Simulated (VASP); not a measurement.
## Li: single point with r2SCAN+D3(BJ)

Crystal: Li.

```
CELL_PARAMETERS angstrom
-1.71315 1.71315 1.71315
1.71315 -1.71315 1.71315
1.71315 1.71315 -1.71315
ATOMIC_POSITIONS crystal
Li 0.00000 0.00000 0.00000
```

* Program: VASP 6.6.1
* Task: single point
* Functional: r2SCAN
* Dispersion: D3(BJ)
* Potentials or basis: VASP PAW PBE potentials, release 64 (Li_sv)
* Cutoff: 520 eV
* k mesh: 11 × 11 × 11
* Occupations: fermi-dirac, width 0.05 eV
* Spin: no spin polarisation
* Dipole correction: no
* Further INCAR settings: ALGO = Normal; EDIFF = 1e-06; NBANDS = 8

The band gap on the k mesh is zero (an odd number of electrons rules out a gap without spin polarisation) and the dispersion energy per atom is -0.080 eV.

Levels at points of the mesh, in eV from the Fermi level:
| k point | band 1 | band 2 | band 3 | band 4 | band 5 | band 6 |
| --- | --- | --- | --- | --- | --- | --- |
| (0.00, 0.00, 0.00) | -48.05 | -3.91 | 16.37 | 16.37 | 16.37 | 20.63 |

It took 23 s on 1 thread of Intel(R) Xeon(R) Platinum 8488C (Sapphire Rapids), on a shared host, peak memory 0.14 GiB.

Caveat: three body term missing.
